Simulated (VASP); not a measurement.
# BaS (P4/mmm) in VASP: single point with HSE06

Aim: the single point of BaS with HSE06.

Everything below comes from runs of VASP 6.6.1. Logs are shortened: lines on timing, memory, paths and dates and some standing lists are left out, and cuts for length are marked.

### 1 The cell of the first run

It takes space group P4/mmm (No. 123, tetragonal). Conventional cell: a = 3.624 Å, b = 3.624 Å, c = 3.893 Å, α = 90.00°, β = 90.00°, γ = 90.00°. Ba (site symmetry 4/mmm) has 8 S at 3.22 Å and 6 Ba at 3.62 to 3.89 Å within 4.2 Å. S (site symmetry 4/mmm) has 8 Ba at 3.22 Å and 6 S at 3.62 to 3.89 Å within 4.2 Å.

### 2 Single point, HSE06 (epitaxial xy strain -5.5%)

The input, POSCAR:

```
BaS
1.0
    3.6244350606      0.0000000000      0.0000000000
    0.0000000000      3.6244350606      0.0000000000
    0.0000000000      0.0000000000      3.8932606860
Ba S
1 1
Direct
    0.0000000000      0.0000000000      0.0000000000
    0.5000000000      0.5000000000      0.5000000000
```

The input, INCAR.step1:

```
SYSTEM = BaS
PREC     = Accurate       ! precision mode
ENCUT    = 520            ! plane-wave cutoff, eV
EDIFF    = 1E-5           ! SCF threshold, eV
ISMEAR   = 0              ! smearing method
SIGMA    = 0.01           ! smearing width, eV
LREAL    = .False.        ! projectors in reciprocal space
LASPH    = .True.         ! aspherical terms in the spheres
NELM     = 100            ! most SCF steps
ALGO     = Normal         ! electronic algorithm
ISIF     = 2              ! what is computed and relaxed
LWAVE    = .True.         ! write WAVECAR
LCHARG   = .False.        ! write CHGCAR
NBANDS   = 15             ! bands
GGA      = PE             ! functional
```

The input, INCAR.step2:

```
SYSTEM = BaS
PREC     = Accurate       ! precision mode
ENCUT    = 520            ! plane-wave cutoff, eV
EDIFF    = 1E-6           ! SCF threshold, eV
ISMEAR   = 0              ! smearing method
SIGMA    = 0.01           ! smearing width, eV
LREAL    = .False.        ! projectors in reciprocal space
LASPH    = .True.         ! aspherical terms in the spheres
NELM     = 100            ! most SCF steps
ALGO     = Normal         ! electronic algorithm
ISIF     = 2              ! what is computed and relaxed
LWAVE    = .False.        ! write WAVECAR
LCHARG   = .False.        ! write CHGCAR
GGA      = PE             ! functional
LHFCALC  = .True.         ! exact exchange
HFSCREEN = 0.2079         ! screening, 1/A
PRECFOCK = Normal       
NBANDS   = 15             ! bands
ISTART   = 1
```

The input, KPOINTS:

```
Automatic mesh
0
Gamma
  4 4 4
  0 0 0
```

Potentials or basis: VASP PAW PBE potentials, release 64 (Ba_sv, S).

Started as:

```console
cat potpaw_PBE.64/Ba_sv/POTCAR potpaw_PBE.64/S/POTCAR > POTCAR
cp INCAR.step1 INCAR
mpirun -np 1 vasp_std > vasp.out
cp INCAR.step2 INCAR
mpirun -np 1 vasp_std > vasp.out
```

OUTCAR:

```text
SYSTEM = BaS
   PREC = Accurate
   ENCUT = 520
   EDIFF = 1E-6
   ISMEAR = 0
   LREAL = .False.
   LASPH = .True.
   NELM = 100
   ISIF = 2
   GGA = PE
   LHFCALC = .True.
   HFSCREEN = 0.2079
   PRECFOCK = Normal
   ISTART = 1

 ion  position               nearest neighbor table
   1  0.000  0.000  0.000-   2 3.22   2 3.22   2 3.22   2 3.22   2 3.22   2 3.22   2 3.22   2 3.22

   2  0.500  0.500  0.500-   1 3.22   1 3.22   1 3.22   1 3.22   1 3.22   1 3.22   1 3.22   1 3.22

  LATTYP: Found a simple tetragonal cell.
 ALAT       =     3.6244350606
 C/A-ratio  =     1.0741703523

  Lattice vectors:

 A1 = (   3.6244350606,   0.0000000000,   0.0000000000)
 A2 = (   0.0000000000,   3.6244350606,   0.0000000000)
 A3 = (   0.0000000000,   0.0000000000,   3.8932606860)

Analysis of symmetry for initial positions (statically):
=====================================================================
 Subroutine PRICEL returns:
 Original cell was already a primitive cell.

 Routine SETGRP: Setting up the symmetry group for a
 simple tetragonal supercell.

 Subroutine GETGRP returns: Found 16 space group operations
 (whereof 16 operations were pure point group operations)
 out of a pool of 16 trial point group operations.

The static configuration has the point symmetry D_4h.

Analysis of symmetry for dynamics (positions and initial velocities):
=====================================================================
 Subroutine PRICEL returns:
 Original cell was already a primitive cell.

 Routine SETGRP: Setting up the symmetry group for a
 simple tetragonal supercell.

 Subroutine GETGRP returns: Found 16 space group operations
 (whereof 16 operations were pure point group operations)
 out of a pool of 16 trial point group operations.

The dynamic configuration has the point symmetry D_4h.

 Subroutine INISYM returns: Found 16 space group operations
 (whereof 16 operations are pure point group operations),
 and found     1 'primitive' translations

----------------------------------------------------------------------------------------

                                     Primitive cell

  volume of cell :      51.1439

  direct lattice vectors                    reciprocal lattice vectors
     3.624435061  0.000000000  0.000000000     0.275905067  0.000000000  0.000000000
     0.000000000  3.624435061  0.000000000     0.000000000  0.275905067  0.000000000
     0.000000000  0.000000000  3.893260686     0.000000000  0.000000000  0.256854108

  length of vectors
     3.624435061  3.624435061  3.893260686     0.275905067  0.275905067  0.256854108

  position of ions in fractional coordinates (direct lattice)
     0.000000000  0.000000000  0.000000000
     0.500000000  0.500000000  0.500000000

  ion indices of the primitive-cell ions
   primitive index   ion index
                 1           1
                 2           2

----------------------------------------------------------------------------------------

 KPOINTS: Automatic mesh

Automatic generation of k-mesh.
 Grid dimensions read from file:
 generate k-points for:    4    4    4

 Generating k-lattice:

  Cartesian coordinates                     Fractional coordinates (reciprocal lattice)
     0.068976267  0.000000000  0.000000000     0.250000000  0.000000000  0.000000000
     0.000000000  0.068976267  0.000000000     0.000000000  0.250000000  0.000000000
     0.000000000  0.000000000  0.064213527     0.000000000  0.000000000  0.250000000

  Length of vectors
     0.068976267  0.068976267  0.064213527

  Shift w.r.t. Gamma in fractional coordinates (k-lattice)
     0.000000000  0.000000000  0.000000000

 Subroutine IBZKPT returns following result:
 ===========================================

 Found     18 irreducible k-points:

 Following reciprocal coordinates:
            Coordinates               Weight
  0.000000  0.000000  0.000000      1.000000
  0.250000  0.000000  0.000000      4.000000
  0.500000  0.000000  0.000000      2.000000
  0.250000  0.250000  0.000000      4.000000
  0.500000  0.250000  0.000000      4.000000
  0.500000  0.500000  0.000000      1.000000
[... 10 lines left out ...]
  0.500000  0.250000  0.500000      4.000000
  0.500000  0.500000  0.500000      1.000000
   k-points           NKPTS =     18   k-points in BZ     NKDIM =     64   number of bands    NBANDS=     15
   number of dos      NEDOS =    301   number of ions     NIONS =      2
   total plane-waves  NPLWV =  23520
   dimension x,y,z NGX =    28 NGY =   28 NGZ =   30
   dimension x,y,z NGXF=    56 NGYF=   56 NGZF=   60
   ions per type =               1   1
   NGX,Y,Z   is equivalent  to a cutoff of  12.84, 12.84, 12.81 a.u.
   NGXF,Y,Z  is equivalent  to a cutoff of  25.69, 25.69, 25.62 a.u.
 SYSTEM =  BaS
   PREC   = accura    normal or accurate (medium, high low for compatibility)
   ISTART =      1    job   : 0-new  1-cont  2-samecut
   ICHARG =      0    charge: 1-file 2-atom 10-const
   ISPIN  =      1    spin polarized calculation?
   LNONCOLLINEAR =      F non collinear calculations
   LSORBIT =      F    spin-orbit coupling
   LASPH  =      T    aspherical Exc in radial PAW
   ENCUT  =  520.0 eV  38.22 Ry    6.18 a.u.   6.74  6.74  7.24*2*pi/ulx,y,z
   NELM   =    100;   NELMIN=  2; NELMDL=  0     # of ELM steps
   EDIFF  = 0.1E-05   stopping-criterion for ELM
   LREAL  =      F    real-space projection
   EDIFFG = 0.1E-04   stopping-criterion for IOM
   NSW    =      0    number of steps for IOM
   IBRION =     -1    ionic relax: 0-MD 1-quasi-New 2-CG
   NFREE  =      0    steps in history (QN), initial steepest desc. (CG)
   ISIF   =      2    stress and relaxation
   ISYM   =      3    0-nonsym 1-usesym 2-fastsym
   POTIM  = 0.5000    time-step for ionic-motion
   TEBEG  =    0.0;   TEEND  =   0.0 temperature during run
   PSTRESS=    0.0 pullay stress
   NELECT =      16.0000    total number of electrons
   NUPDOWN=      -1.0000    fix difference up-down
   EMIN   =  10.00;   EMAX   =-10.00  energy-range for DOS
   EFERMI =   0.00;   METHOD = LEGACY
   ISMEAR =     0;   SIGMA  =   0.01  broadening in eV -4-tet -1-fermi 0-gaus
   EFERMI_NEDOS =   21; number of points for ismear=-14 and -15
   IALGO  =     38    algorithm
   IMIX   =      1    mixing-type and parameters
     AMIX     =   0.40;   BMIX     =  1.00
     AMIX_MAG =   1.60;   BMIX_MAG =  1.00
  volume/ion in A,a.u.               =      25.57       172.57
  Fermi-wavevector in a.u.,A,eV,Ry     =   1.111348  2.100143 16.804483  1.235095
  Thomas-Fermi vector in A             =   2.247910
   LORBIT       =      0    0 simple, 1 ext, 2 COOP (PROOUT), +10 PAW based schemes
   GGA     = PE    functional components
   LHFCALC =     T    Hartree Fock is set to
   PRECFOCK=normal    Normal, Fast or Accurate (Low or Medium for compatibility)
   ENCUT4O =  -1.0   cutoff for four orbital integrals eV
   NKREDX  =     1    reduce k-point grid by
   NKREDY  =     1    reduce k-point grid by
   NKREDZ  =     1    reduce k-point grid by
   AEXX    =    0.2500 exact exchange contribution
   HFSCREEN=    0.2079 screening length (either q_TF or 0.3 A-1)
   HFSCREENC=   0.2079 screening length for correlation (either q_TF or 0.3 A-1)
   ENCUTFOCK=  -1.0 apply spherical cutoff to Coloumb kernel
   IVDW    =     0    specifies the selected vdW correction
   LEPSILON=     F    determine dielectric tensor
   LRPA    =     F    only Hartree local field effects (RPA)
 non-spin polarized calculation
 Gauss-broadening in eV      SIGMA  =   0.01
  energy-cutoff  :      520.00
  volume of cell :       51.14
 maximum number of plane-waves:      1400
 NGX is ok and might be reduce to    28
  NGX = 24; NGY = 24; NGZ = 24

 number of electron      16.0000002 magnetization

 Free energy of the ion-electron system (eV)
  ---------------------------------------------------
  ext. energy  EPLUGINS =         0.00000000
  ---------------------------------------------------
  free energy    TOTEN  =       -10.92106597 eV

  energy without entropy =      -10.92106597  energy(sigma->0) =      -10.92106597

 E-fermi :   3.3980     XC(G=0):  -8.1671

 val. band max:        3.3150065952   @ k =   0.5000   0.0000   0.5000
 cond. band min:       5.1441753175   @ k =   0.0000   0.0000   0.0000
 fundamental gap:      1.8291687222
 Fermi energy:         3.3979963536

 k-point     1 :       0.0000    0.0000    0.0000
  band No.  band energies     occupation
      1     -25.7779      2.00000
      2      -9.5511      2.00000
      3      -9.3747      2.00000
      4      -9.2920      2.00000
      5      -9.2920      2.00000
      6       2.7068      2.00000
      7       3.2341      2.00000
      8       3.2341      2.00000
      9       5.1442      0.00000
     10       5.2689      0.00000
     11       8.8618      0.00000
     12      10.9870      0.00000
     13      10.9870      0.00000
     14      11.7525      0.00000
     15      15.1451      0.00000

 k-point     2 :       0.2500    0.0000    0.0000
  band No.  band energies     occupation
      1     -25.6852      2.00000
      2     -10.9155      2.00000
      3      -9.4250      2.00000
      4      -9.1868      2.00000
      5      -8.0774      2.00000
      6       1.1050      2.00000
      7       2.1932      2.00000
      8       2.9070      2.00000
      9       5.7522      0.00000
     10       7.8551      0.00000
     11      10.7558      0.00000
     12      11.0621      0.00000
     13      11.4137      0.00000
     14      11.4720      0.00000
     15      12.6647      0.00000
[... 257 lines left out ...]
      3     -10.1056      2.00000
      4      -9.7379      2.00000
      5      -8.6314      2.00000
      6       0.5023      2.00000
      7       0.5827      2.00000
      8       1.1173      2.00000
      9       8.6850      0.00000
     10       9.8835      0.00000
     11      10.1090      0.00000
     12      10.6660      0.00000
     13      13.7004      0.00000
     14      15.1141      0.00000
     15      15.1887      0.00000

 k-point    18 :       0.5000    0.5000    0.5000
  band No.  band energies     occupation
      1     -25.3447      2.00000
      2     -10.3927      2.00000
      3     -10.3927      2.00000
      4      -9.9030      2.00000
      5      -8.2997      2.00000
      6      -0.3589      2.00000
      7      -0.3402      2.00000
      8      -0.3402      2.00000
      9      11.8893      0.00000
     10      12.1482      0.00000
     11      12.5862      0.00000
     12      12.5862      0.00000
     13      12.9262      0.00000
     14      12.9262      0.00000
     15      13.9488      0.00000

------------------------ aborting loop because EDIFF is reached ----------------------------------------

  FORCE on cell =-STRESS in cart. coord.  units (eV):
  Direction    XX          YY          ZZ          XY          YZ          ZX
  --------------------------------------------------------------------------------------
  -------------------------------------------------------------------------------------
  Total        3.0461553      3.0461553      0.0849666      0.0000000      0.0000000     -0.0000000
  in kB       95.4263900     95.4263900      2.6617358      0.0000000      0.0000000     -0.0000000
  external PRESSURE =      64.5048386 kB  Pullay stress =       0.0000000 kB

 VOLUME and BASIS-vectors are now :
 -----------------------------------------------------------------------------
  energy-cutoff  :      520.00
  volume of cell :       51.14
      direct lattice vectors                 reciprocal lattice vectors
     3.624435061  0.000000000  0.000000000     0.275905067  0.000000000  0.000000000
     0.000000000  3.624435061  0.000000000     0.000000000  0.275905067  0.000000000
     0.000000000  0.000000000  3.893260686     0.000000000  0.000000000  0.256854108

 POSITION                                       TOTAL-FORCE (eV/Angst)
 -----------------------------------------------------------------------------------
      0.00000      0.00000      0.00000         0.000000      0.000000      0.000000
      1.81222      1.81222      1.94663         0.000000      0.000000      0.000000
 -----------------------------------------------------------------------------------
    total drift:                                0.000001     -0.000001      0.000000

  FREE ENERGIE OF THE ION-ELECTRON SYSTEM (eV)
  ---------------------------------------------------
  free  energy   TOTEN  =       -10.9210659653 eV

  energy  without entropy=      -10.9210659653  energy(sigma->0) =      -10.92106597
```

Run time: 4.7 min. Hardware: 1 thread of Intel Xeon 6975P-C (Granite Rapids), shared host; peak memory 0.28 GiB.

Results:

```
Free energy            : -10.9211 eV
Pressure               : 6.5 GPa
Band gap on the k mesh : 1.83 eV (least direct gap 1.91 eV)
```

Caveat: the k points lie up to 0.43 Å⁻¹ apart; the cell differs from its parent crystal (epitaxial xy strain -5.5%); the structure was generated, so it needn't be the stable form of BaS; the PAW data sets were made with another functional, which shifts forces and pressure a little; spin-orbit coupling is left out, which moves the levels of the heavy elements. A k mesh can miss the band edges.
